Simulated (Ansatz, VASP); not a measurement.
**BAs: VASP beside Ansatz**

```xyz
10
Lattice="3.4004 0.0000 0.0000 0.0000 3.4004 0.0000 0.0000 0.0000 25.8199" Properties=species:S:1:pos:R:3 pbc="T T T"
As    0.0000    1.7002    7.5012
As    1.7002    0.0000    9.9235
As    0.0000    1.7002   12.3218
As    1.7002    0.0000   14.7326
As    0.0000    1.7002   17.1599
B     1.7002    1.7002    8.7223
B     0.0000    0.0000   11.1256
B     1.7002    1.7002   13.5240
B     0.0000    0.0000   15.9160
B     1.7002    1.7002   18.1724
```

Alike in both runs: functional PBE; k mesh 8 × 8 × 1; occupations gaussian, width 0.05 eV; no spin polarisation.

Ansatz relaxed the structure, and its values are those at the end. VASP's run is a single point on that final structure, the one shown.

|  | VASP | Ansatz |
| --- | --- | --- |
| version | VASP 6.6.1 | Ansatz 0.2.0 |
| potentials or method | VASP PAW PBE potentials, release 64 (As, B), cutoff 520 eV | scalar-relativistic, plane waves, PAW |
| valence electrons in the cell | 40 | 90 |

```tsv
	VASP	Ansatz	Ansatz less VASP
gap on the k mesh at the Fermi level (eV)	none	none	-
rms of the force components (eV/Å)	0.013	0.004	-0.0094
work function, face that differs most (eV)	5.92	5.92	+0.002
```

A gap of «none» marks a metal or a gap that the smearing closes. With one functional, cell and mesh, what is left measures potentials, basis and numerics. VASP's potentials hold 40 valence electrons a cell and Ansatz's 90, so a difference there can come from the potentials and not from the codes.
